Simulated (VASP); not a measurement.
# Bi (Fm-3m) in VASP: further runs

Runs on Bi. Level: PBE. Tasks: single point, relaxation of cell and atoms.

Everything below comes from runs of VASP 6.6.1. Logs are shortened: lines on timing, memory, paths and dates and some standing lists are left out, and cuts for length are marked.

## 1. The cell of the first run

It takes space group Fm-3m (No. 225, cubic). The conventional cell has a = 4.451 Å, b = 4.451 Å, c = 4.451 Å, α = 90.00°, β = 90.00°, γ = 90.00°. Bi (site symmetry m-3m) has 12 Bi at 3.15 Å within 4.1 Å.

## 2. Single point, PBE

INCAR reads:

```
SYSTEM = Bi
PREC     = Accurate       ! precision mode
ENCUT    = 520            ! plane-wave cutoff, eV
EDIFF    = 1E-6           ! SCF threshold, eV
ISMEAR   = -1             ! smearing method
SIGMA    = 0.1            ! smearing width, eV
LREAL    = .FALSE.        ! projectors in reciprocal space
LASPH    = .TRUE.         ! aspherical terms in the spheres
NELM     = 60             ! most SCF steps
ALGO     = Normal         ! electronic algorithm
ISIF     = 2              ! what is computed and relaxed
LWAVE    = .FALSE.        ! write WAVECAR
LCHARG   = .TRUE.         ! write CHGCAR
GGA      = PE             ! functional
LELF     = .TRUE.         ! ELF
LVHAR    = .TRUE.       
NBANDS   = 14             ! bands
```

KPOINTS reads:

```
Automatic mesh
0
G
  15 15 15
  0 0 0
```

POSCAR reads:

```
Bi
1.0
    0.0000000000      2.2257124767      2.2257124767
    2.2257124767      0.0000000000      2.2257124767
    2.2257124767      2.2257124767      0.0000000000
Bi
1
Direct
    0.0000000000      0.0000000000      0.0000000000
```

Potentials or basis: VASP PAW PBE potentials, release 64 (Bi_d).

On the command line:

```sh
cat potpaw_PBE.64/Bi_d/POTCAR > POTCAR
mpirun -np 1 vasp_std > vasp.out
```

OUTCAR:

```text
SYSTEM = Bi
   PREC = Accurate
   ENCUT = 520
   EDIFF = 1E-6
   ISMEAR = -1
   LREAL = .FALSE.
   LASPH = .TRUE.
   NELM = 60
   ISIF = 2
   GGA = PE

 ion  position               nearest neighbor table
   1  0.000  0.000  0.000-

  LATTYP: Found a face centered cubic cell.
 ALAT       =     4.4514249534

  Lattice vectors:

 A1 = (   0.0000000000,   2.2257124767,   2.2257124767)
 A2 = (   2.2257124767,   0.0000000000,   2.2257124767)
 A3 = (   2.2257124767,   2.2257124767,   0.0000000000)

Analysis of symmetry for initial positions (statically):
=====================================================================
 Subroutine PRICEL returns:
 Original cell was already a primitive cell.

 Routine SETGRP: Setting up the symmetry group for a
 face centered cubic supercell.

 Subroutine GETGRP returns: Found 48 space group operations
 (whereof 48 operations were pure point group operations)
 out of a pool of 48 trial point group operations.

The static configuration has the point symmetry O_h .

Analysis of symmetry for dynamics (positions and initial velocities):
=====================================================================
 Subroutine PRICEL returns:
 Original cell was already a primitive cell.

 Routine SETGRP: Setting up the symmetry group for a
 face centered cubic supercell.

 Subroutine GETGRP returns: Found 48 space group operations
 (whereof 48 operations were pure point group operations)
 out of a pool of 48 trial point group operations.

The dynamic configuration has the point symmetry O_h .

 Subroutine INISYM returns: Found 48 space group operations
 (whereof 48 operations are pure point group operations),
 and found     1 'primitive' translations

----------------------------------------------------------------------------------------

                                     Primitive cell

  volume of cell :      22.0515

  direct lattice vectors                    reciprocal lattice vectors
     0.000000000  2.225712477  2.225712477    -0.224647166  0.224647166  0.224647166
     2.225712477  0.000000000  2.225712477     0.224647166 -0.224647166  0.224647166
     2.225712477  2.225712477  0.000000000     0.224647166  0.224647166 -0.224647166

  length of vectors
     3.147632770  3.147632770  3.147632770     0.389100305  0.389100305  0.389100305

  position of ions in fractional coordinates (direct lattice)
     0.000000000  0.000000000  0.000000000

  ion indices of the primitive-cell ions
   primitive index   ion index
                 1           1

[... 77 lines left out ...]
   ISIF   =      2    stress and relaxation
   ISYM   =      2    0-nonsym 1-usesym 2-fastsym
   POTIM  = 0.5000    time-step for ionic-motion
   TEBEG  =    0.0;   TEEND  =   0.0 temperature during run
   PSTRESS=    0.0 pullay stress
   NELECT =      15.0000    total number of electrons
   NUPDOWN=      -1.0000    fix difference up-down
   EMIN   =  10.00;   EMAX   =-10.00  energy-range for DOS
   EFERMI =   0.00;   METHOD = LEGACY
   ISMEAR =    -1;   SIGMA  =   0.10  broadening in eV -4-tet -1-fermi 0-gaus
   EFERMI_NEDOS =   21; number of points for ismear=-14 and -15
   IALGO  =     38    algorithm
   IMIX   =      4    mixing-type and parameters
     AMIX     =   0.40;   BMIX     =  1.00
     AMIX_MAG =   1.60;   BMIX_MAG =  1.00
  volume/ion in A,a.u.               =      22.05       148.81
  Fermi-wavevector in a.u.,A,eV,Ry     =   1.439769  2.720769 28.203995  2.072935
  Thomas-Fermi vector in A             =   2.558588
   LORBIT       =      0    0 simple, 1 ext, 2 COOP (PROOUT), +10 PAW based schemes
   GGA     = PE    functional components
   LHFCALC =     F    Hartree Fock is set to
   AEXX    =    0.0000 exact exchange contribution
   IVDW    =     0    specifies the selected vdW correction
   LEPSILON=     F    determine dielectric tensor
   LRPA    =     F    only Hartree local field effects (RPA)
 non-spin polarized calculation
  energy-cutoff  :      520.00
  volume of cell :       22.05
 maximum number of plane-waves:       609
   NGX = 11   NGY = 11   NGZ = 11

 number of electron      15.0000007 magnetization

 Free energy of the ion-electron system (eV)
  ---------------------------------------------------
  ext. energy  EPLUGINS =         0.00000000
  ---------------------------------------------------
  free energy    TOTEN  =        -2.77279880 eV

  energy without entropy =       -2.75747362  energy(sigma->0) =       -2.76513621

 E-fermi :  13.1292     XC(G=0): -12.0518

 val. band max:       13.1178163351   @ k =   0.4667   0.4000   0.0667
 cond. band min:      13.1806908215   @ k =  -0.4667   0.2000   0.0000
 fundamental gap:      0.0628744864
 Fermi energy:        13.1291970733

 k-point     1 :       0.0000    0.0000    0.0000
  band No.  band energies     occupation
      1     -10.5007      2.00000
      2     -10.5007      2.00000
      3     -10.5007      2.00000
      4     -10.2743      2.00000
      5     -10.2743      2.00000
      6      -3.5528      2.00000
      7      20.6059      0.00000
      8      20.6059      0.00000
      9      20.6059      0.00000
     10      21.5982      0.00000
     11      26.0443      0.00000
     12      26.0443      0.00000
     13      26.0443      0.00000
     14      26.2887      0.00000
[... 377 lines left out ...]
      1     -10.5577      2.00000
      2     -10.3955      2.00000
      3     -10.3904      2.00000
      4     -10.3346      2.00000
      5     -10.2216      2.00000
      6      -2.5386      2.00000
      7      15.9036      0.00000
      8      17.7525      0.00000
      9      18.4367      0.00000
     10      20.9638      0.00000
     11      22.4729      0.00000
     12      27.6965      0.00000
     13      28.3263      0.00000
     14      28.5869      0.00000

 [... further k-points ...]
[... 5 lines left out ...]
  --------------------------------------------------------------------------------------
  -------------------------------------------------------------------------------------
  Total        6.0456903      6.0456903      6.0456903      0.0000000      0.0000000      0.0000000
  in kB      439.2576158    439.2576158    439.2576158      0.0000000      0.0000000      0.0000000
  external PRESSURE =     439.2576158 kB  Pullay stress =       0.0000000 kB

 VOLUME and BASIS-vectors are now :
 -----------------------------------------------------------------------------
  energy-cutoff  :      520.00
  volume of cell :       22.05
      direct lattice vectors                 reciprocal lattice vectors
     0.000000000  2.225712477  2.225712477    -0.224647166  0.224647166  0.224647166
     2.225712477  0.000000000  2.225712477     0.224647166 -0.224647166  0.224647166
     2.225712477  2.225712477  0.000000000     0.224647166  0.224647166 -0.224647166

 POSITION                                       TOTAL-FORCE (eV/Angst)
 -----------------------------------------------------------------------------------
      0.00000      0.00000      0.00000        -0.000000     -0.000000      0.000000
 -----------------------------------------------------------------------------------
    total drift:                                0.000000      0.000000     -0.000000

  FREE ENERGIE OF THE ION-ELECTRON SYSTEM (eV)
  ---------------------------------------------------
  free  energy   TOTEN  =        -2.7727988000 eV

  energy  without entropy=       -2.7574736198  energy(sigma->0) =       -2.76513621
```

stdout:

```text
POSCAR found type information on POSCAR Bi
 POSCAR found :  1 types and       1 ions
 scaLAPACK will be used
 LDA part: xc-table for (Slater+PW92), standard interpolation
 POSCAR, INCAR and KPOINTS ok, starting setup
 FFT: planning ... GRIDC
 FFT: planning ... GRID_SOFT
 FFT: planning ... GRID
 WAVECAR not read
 entering main loop
```

It took 52 s on 1 thread of Intel Xeon 8259CL, shared host; peak memory 0.16 GiB.

What came out:

* Free energy: -2.7728 eV
* Pressure: 43.9 GPa

Caveat: spin-orbit coupling is left out, which moves the levels of the heavy elements.

## 3. Single point, PBE

INCAR reads:

```
SYSTEM = Bi
ALGO     = Normal         ! electronic algorithm
EDIFF    = 1E-6           ! SCF threshold, eV
ENCUT    = 520            ! plane-wave cutoff, eV
GGA      = PE             ! functional
ISIF     = 2              ! what is computed and relaxed
ISMEAR   = -1             ! smearing method
LASPH    = .True.         ! aspherical terms in the spheres
LCHARG   = .False.        ! write CHGCAR
LREAL    = .False.        ! projectors in reciprocal space
LWAVE    = .False.        ! write WAVECAR
NBANDS   = 14             ! bands
NELM     = 80             ! most SCF steps
PREC     = Accurate       ! precision mode
SIGMA    = 0.1            ! smearing width, eV
```

KPOINTS reads:

```
k-points
0
Gamma
  15 15 15
  0 0 0
```

POSCAR reads:

```
Bi
1.0
    0.0000000000      2.2258542576      2.2258542576
    2.2258542576      0.0000000000      2.2258542576
    2.2258542576      2.2258542576      0.0000000000
Bi
1
Direct
    0.0000000000      0.0000000000      0.0000000000
```

Potentials or basis: VASP PAW PBE potentials, release 64 (Bi_d).

On the command line:

```sh
cat potpaw_PBE.64/Bi_d/POTCAR > POTCAR
mpirun -np 1 vasp_std > vasp.out
```

Wall time 54 s (1 thread of Intel Xeon 8259CL, shared host); peak memory 0.16 GiB.

Results (log left out):

* Free energy: -2.7740 eV
* Pressure: 43.9 GPa

Levels at points of the mesh, in eV from the Fermi level:
| k point | band 5 | band 6 | band 7 | band 8 | band 9 | band 10 |
| --- | --- | --- | --- | --- | --- | --- |
| (0.00, 0.00, 0.00) | -23.40 | -16.68 | 7.48 | 7.48 | 7.48 | 8.47 |

Caveat: spin-orbit coupling is left out, which moves the levels of the heavy elements.

(Part 1 of 2 ends here.)
